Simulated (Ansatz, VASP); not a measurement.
# Two plane-wave programs on TaTiF4

```
CELL_PARAMETERS angstrom
0.00000 3.21194 3.21194
3.21194 0.00000 3.21194
3.21194 3.21194 0.00000
ATOMIC_POSITIONS crystal
Ti 0.50000 0.50000 0.50000
Ta 0.25000 0.25000 0.25000
F 0.87512 0.87512 0.37464
F 0.87512 0.37464 0.87512
F 0.37464 0.87512 0.87512
F 0.87512 0.87512 0.87512
```

Change from the starting cell: species swapped into the DyCdNi4 type (F-43m, No. 216).

Alike in both runs: task relaxation of cell and atoms; functional PBE; k mesh 10 × 10 × 10; occupations gaussian, width 0.1 eV; collinear spin.

|  | VASP | Ansatz |
| --- | --- | --- |
| version | VASP 6.6.1 | Ansatz 0.2.0 |
| potentials or method | VASP PAW PBE potentials, release 64 (Ti_sv, Ta_pv, F), cutoff 600 eV | scalar-relativistic, plane waves, PAW |
| valence electrons in the cell | 51 | 53 |

|  | VASP | Ansatz | Ansatz less VASP |
| --- | --- | --- | --- |
| gap on the k mesh at the Fermi level, each at its own relaxed structure (eV) | none | none | - |
| net moment per atom (μB) | 0.17 | 0.17 | +0.001 |
| size of the moment on the site where the two differ most (μB) | 0.34 | 0.29 | -0.048 |
| relaxed volume (Å³/atom) | 11.00 | 11.03 | +0.031 |
| relaxed cell length with the largest relative difference (Å) | 4.536 | 4.540 | +0.0043 |

Site moments also hang on the region over which each program counts them. A gap of «none» marks a metal or a gap that the smearing closes. VASP's potentials hold 51 valence electrons a cell and Ansatz's 53, so a difference there can come from the potentials and not from the codes.

Neither program's run includes spin-orbit coupling.
